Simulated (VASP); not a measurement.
Set up this calculation in VASP 6.6.1, as the native input.

```
Task                   : single point
Functional             : PBE
Potentials or basis    : VASP PAW PBE potentials, release 64 (Ni, O)
Cutoff                 : 520 eV
k mesh                 : 10 × 10 × 6
Occupations            : gaussian, width 0.05 eV
Spin                   : collinear spin, antiferromagnetic start
Starting moments       : [1.84, -1.84, 0.0, 0.0] μB
Hubbard terms          : Ni d U = 6.2 eV
Dipole correction      : no
Further INCAR settings : ALGO = Normal; EDIFF = 1e-06; NBANDS = 28
```

The structure of NiO lies in POSCAR:

```
NiO
1.0
    1.4831848607      0.8563146896      2.4220427074
   -1.4831848607      0.8563146896      2.4220427074
    0.0000000000     -5.1323997924     -0.0019410732
Ni O
2 2
Direct
    1.0000000000      0.0000000000      0.0000000000
    1.5000000000      0.5000000000      0.5000000000
    0.7499999994      0.7499999994      0.2499999982
    1.2500000006      1.2500000006      0.7500000018
```

The input as run:

INCAR

```
PREC = Accurate ; ENCUT = 520
EDIFF = 1E-6 ; ISMEAR = 0
SIGMA = 0.05 ; LREAL = F
LASPH = T ; NELM = 150
ALGO = Normal ; ISIF = 2
LWAVE = F ; LCHARG = F
ISPIN = 2 ; MAGMOM = 1.84 -1.84 0 0
LORBIT = 11 ; LMAXMIX = 4
LDAU = T ; LDAUTYPE = 2
LDAUL = 2 -1 ; LDAUU = 6.2 0
LDAUJ = 0 0 ; LDAUPRINT = 1
GGA = PE ; NBANDS = 28
```

KPOINTS

```
Automatic mesh
0
Gamma
  10 10 6
```

Potentials or basis: VASP PAW PBE potentials, release 64 (Ni, O).

Launch:

```console
$ cat potpaw_PBE.64/Ni/POTCAR potpaw_PBE.64/O/POTCAR > POTCAR
$ mpirun -np 1 vasp_std > vasp.out
```

Results of the run:

The pressure is -1.4 GPa. The band gap on the k mesh is 3.33 eV. The net moment is 0.00 μB per cell and the site moments are Ni +1.75, -1.75; O +0.00 μB. The valence electrons inside the program's atomic spheres are Ni 8.98; O 5.02.

Run time: 7.1 min on 1 thread of Intel Xeon 8259CL (shared host), peak memory 0.35 GiB.
